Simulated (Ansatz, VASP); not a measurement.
# One calculation of KF, two programs

INCAR

```
PREC     = Accurate       # precision mode
ENCUT    = 600            # plane-wave cutoff, eV
EDIFF    = 1E-6           # SCF threshold, eV
ISMEAR   = 0              # smearing method
SIGMA    = 0.02           # smearing width, eV
LREAL    = False          # projectors in reciprocal space
LASPH    = True           # aspherical terms in the spheres
NELM     = 120            # most SCF steps
ALGO     = Normal         # electronic algorithm
ISIF     = 2              # what is computed and relaxed
LWAVE    = False          # write WAVECAR
LCHARG   = False          # write CHGCAR
NBANDS   = 15             # bands
GGA_COMPAT= False
```

KPOINTS

```
Automatic mesh
0
Gamma
  8 8 8
```

POSCAR

```
KF
1.0
    3.1560372011      0.0000000000      0.0000000000
    0.0000000000      3.1560372011      0.0000000000
    0.0000000000      0.0000000000      3.1560372011
K F
1 1
Direct
    0.0000000000      0.0000000000      0.0000000000
    0.5000000000      0.5000000000      0.5000000000
```

Input for Ansatz:

```yaml
crystal:
  lattice:
    - [3.1560372011, 0.0, 0.0]
    - [0.0, 3.1560372011, 0.0]
    - [0.0, 0.0, 3.1560372011]
  atoms:
    - { symbol: K, position: [0.0, 0.0, 0.0] }
    - { symbol: F, position: [0.5, 0.5, 0.5] }
basis:
  ecutwfc: 420
kpoints:
  mp_grid: { grid: [8, 8, 8] }
hamiltonian:
  xc: lda
scf:
  occupations: { method: gaussian, width: 0.02 }
output:
  forces: true
  stress: true
  eigenvalues: true
  write_density: true
  write_potential: true
  elf: true
  volumetric_format: npy
```

Alike in both runs: task single point; functional LDA; k mesh 8 × 8 × 8; occupations gaussian, width 0.02 eV; no spin polarisation.

|  | VASP | Ansatz |
| --- | --- | --- |
| version | VASP 6.6.1 | Ansatz 0.2.0 |
| potentials or method | VASP PAW LDA potentials, release 64 (K_sv, F), cutoff 600 eV | scalar-relativistic, plane waves, PAW |
| valence electrons in the cell | 16 | 16 |

```tsv
	VASP	Ansatz	Ansatz less VASP
gap on the k mesh at the Fermi level (eV)	6.62	6.63	+0.014
least direct gap on the mesh (eV)	6.65	6.66	+0.014
pressure (GPa)	-2.9	-3.1	-0.15
```

LDA's correlation is that of Perdew and Zunger in VASP and of Perdew and Wang (1992) in Ansatz.
